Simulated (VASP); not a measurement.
Write the native input for VASP 6.6.1 that does the following.

* Task: single point
* Functional: r2SCAN
* Potentials or basis: VASP PAW PBE potentials, release 64 (C)
* Cutoff: 660 eV
* k mesh: 4 × 4 × 4
* Occupations: gaussian, width 0.01 eV
* Spin: no spin polarisation
* Dipole correction: no
* Further INCAR settings: ALGO = Normal; EDIFF = 1e-06; NBANDS = 11

Crystal: C.

```xyz
2
Lattice="0.0000 1.7835 1.7835 1.7835 0.0000 1.7835 1.7835 1.7835 0.0000" Properties=species:S:1:pos:R:3 pbc="T T T"
C     0.0000    0.0000    0.0000
C     0.8918    0.8918    0.8918
```

One way to write it, as run:

POSCAR

```
C
1.0
    0.0000000000      1.7835000000      1.7835000000
    1.7835000000      0.0000000000      1.7835000000
    1.7835000000      1.7835000000      0.0000000000
C
2
Direct
    0.0000000000      0.0000000000      0.0000000000
    0.2500000000      0.2500000000      0.2500000000
```

INCAR.step1

```
PREC     = Accurate       # precision mode
ENCUT    = 660            # plane-wave cutoff, eV
ISMEAR   = 0              # smearing method
SIGMA    = 0.01           # smearing width, eV
LREAL    = False          # projectors in reciprocal space
LASPH    = True           # aspherical terms in the spheres
NELM     = 120            # most SCF steps
NBANDS   = 11             # bands
GGA      = PE             # functional
ALGO     = Normal         # electronic algorithm
EDIFF    = 1E-5           # SCF threshold, eV
LWAVE    = True           # write WAVECAR
LCHARG   = False          # write CHGCAR
GGA_COMPAT= False
```

INCAR.step2

```
PREC     = Accurate       # precision mode
ENCUT    = 660            # plane-wave cutoff, eV
EDIFF    = 1E-6           # SCF threshold, eV
ISMEAR   = 0              # smearing method
SIGMA    = 0.01           # smearing width, eV
LREAL    = False          # projectors in reciprocal space
LASPH    = True           # aspherical terms in the spheres
NELM     = 120            # most SCF steps
ALGO     = Normal         # electronic algorithm
ISIF     = 2              # what is computed and relaxed
LWAVE    = False          # write WAVECAR
LCHARG   = False          # write CHGCAR
METAGGA  = R2SCAN         # meta-GGA
LMIXTAU  = True         
NBANDS   = 11             # bands
ISTART   = 1            
GGA_COMPAT= False
```

KPOINTS

```
regular mesh
0
Gamma
  4 4 4
```

Potentials or basis: VASP PAW PBE potentials, release 64 (C).

Launch:

```console
$ cat potpaw_PBE.64/C/POTCAR > POTCAR
$ cp INCAR.step1 INCAR
$ mpirun -np 1 vasp_std > vasp.out
$ cp INCAR.step2 INCAR
$ mpirun -np 1 vasp_std > vasp.out
```

Results of the run:

```
Pressure               : -1.3 GPa
Band gap on the k mesh : 4.63 eV, indirect (least direct gap 5.83 eV)
```

Caveat: the k points lie up to 0.76 Å⁻¹ apart; the PAW data sets were made with another functional, which shifts forces and pressure a little.

It took 9.1 s on 1 thread of Intel(R) Xeon(R) Platinum 8488C (Sapphire Rapids), with other jobs on the host, peak memory 0.13 GiB.
